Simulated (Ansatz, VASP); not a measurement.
BN: VASP beside Ansatz

```xyz
2
Lattice="0.0000 1.8402 1.8402 1.8402 0.0000 1.8402 1.8402 1.8402 0.0000" Properties=species:S:1:pos:R:3 pbc="T T T"
B     0.0000    0.0000    0.0000
N     2.7603    2.7603    2.7603
```

Alike in both runs: task single point; functional r2SCAN; k mesh 12 × 12 × 12; occupations gaussian, width 0.02 eV; no spin polarisation.

|  | VASP | Ansatz |
| --- | --- | --- |
| version | VASP 6.6.1 | Ansatz 0.2.0 |
| potentials or method | VASP PAW PBE potentials, release 64 (B, N), cutoff 520 eV | scalar-relativistic, plane waves, PAW |
| valence electrons in the cell | 8 | 8 |

VASP gave:

| Quantity | Value |
| --- | --- |
| gap on the k mesh at the Fermi level (eV) | 4.91 |
| least direct gap on the mesh (eV) | 9.26 |
| pressure (GPa) | -19.6 |

Task: Which values does Ansatz return?

Result: gap on the k mesh at the Fermi level (eV): 4.92; least direct gap on the mesh (eV): 9.30; pressure (GPa): -20.5.

VASP's potentials were made for PBE, not for r2SCAN.
